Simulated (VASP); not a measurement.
Input of a VASP 6.6.1 run:

The input INCAR:

```
SYSTEM = Si
PREC     = Accurate       ! precision mode
ENCUT    = 520            ! plane-wave cutoff, eV
EDIFF    = 1E-6           ! SCF threshold, eV
ISMEAR   = -1             ! smearing method
SIGMA    = 0.2            ! smearing width, eV
LREAL    = .FALSE.        ! projectors in reciprocal space
LASPH    = .TRUE.         ! aspherical terms in the spheres
NELM     = 60             ! most SCF steps
ALGO     = Normal         ! electronic algorithm
ISIF     = 2              ! what is computed and relaxed
LWAVE    = .FALSE.        ! write WAVECAR
LCHARG   = .TRUE.         ! write CHGCAR
LELF     = .TRUE.         ! ELF
LVHAR    = .TRUE.       
NBANDS   = 8              ! bands
```

KPOINTS

```
regular mesh
0
G
  14 14 14
  0 0 0
```

Contents of POSCAR:

```
Si
1.0
   -1.5937033341      1.5937033341      1.2933769269
    1.5937033341     -1.5937033341      1.2933769269
    1.5937033341      1.5937033341     -1.2933769269
Si
1
Direct
    0.0000000000      0.0000000000      0.0000000000
```

Potentials or basis: VASP PAW LDA potentials, release 64 (Si).

Launch:

```console
$ cat potpaw_LDA.64/Si/POTCAR > POTCAR
$ mpirun -np 1 vasp_std > vasp.out
```

Q: What does it give for the pressure?

A: 6.9 GPa.

Q: What does it give for the band gap on the k mesh?

A: Zero (band 2 reaches 21.56 eV, above the bottom of band 3 at 7.94 eV).

Stress tensor (GPa, compression positive):
```
7.17 0.00 0.00
0.00 7.17 0.00
0.00 0.00 6.45
```
